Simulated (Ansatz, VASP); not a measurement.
**One calculation of SiC, two programs**

```
Si C
1.0
     0.00000    2.20965    2.20965
     2.20965    0.00000    2.20965
     2.20965    2.20965    0.00000
Si C
1 1
Direct
  0.00000 0.00000 0.00000
  0.75000 0.75000 0.75000
```

Change from the starting cell: volume scaled by 1.05.

Alike in both runs: task single point; functional PBE; k mesh 16 × 16 × 16; occupations fermi-dirac, width 0.05 eV; no spin polarisation.

```csv
,VASP,Ansatz
version,VASP 6.6.1,Ansatz 0.2.0
potentials or method,"VASP PAW PBE potentials, release 64 (Si, C), cutoff 520 eV","all-electron LAPW, scalar-relativistic"
```

|  | VASP | Ansatz | Ansatz less VASP |
| --- | --- | --- | --- |
| pressure (GPa) | -5.5 | -5.4 | +0.06 |

Ansatz ran all-electron here, and VASP with PAW potentials.
